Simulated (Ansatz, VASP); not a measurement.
# One calculation of Si3N2, two programs

```
Si N
1.0
     4.22262    0.00000    0.00000
     0.00000    4.22262    0.00000
     0.00000    0.00000    3.22116
Si N
3 2
Direct
  0.50000 0.50000 0.00000
  0.00000 0.50000 0.75696
  0.50000 0.00000 0.24304
  0.50000 0.50000 0.50000
  0.00000 0.00000 0.50000
```

Alike in both runs: task single point; functional PBE; k mesh 4 × 4 × 6; occupations gaussian, width 0.1 eV; collinear spin.

```csv
,VASP,Ansatz
version,VASP 6.6.1,Ansatz 0.2.0
potentials or method,"VASP PAW PBE potentials, release 64 (Si, N), cutoff 520 eV","scalar-relativistic, plane waves, PAW"
valence electrons in the cell,22,22
```

|  | VASP | Ansatz | Ansatz less VASP |
| --- | --- | --- | --- |
| gap on the k mesh at the Fermi level (eV) | none | none | - |
| pressure (GPa) | 16.7 | 16.9 | +0.16 |
| traceless stress, the component that is largest in VASP (GPa) | 37.40 | 37.44 | +0.045 |
| rms of the force components (eV/Å) | 0.538 | 0.545 | +0.0070 |
| net moment per atom (μB) | 0.00 | 0.00 | 0.000 |

Atom by atom the forces differ by 0.007 eV/Å (rms over components). A gap of «none» marks a metal or a gap that the smearing closes. Ansatz's warnings: seeded moment not kept.

The k mesh is coarse, so the values compare programs but aren't converged.
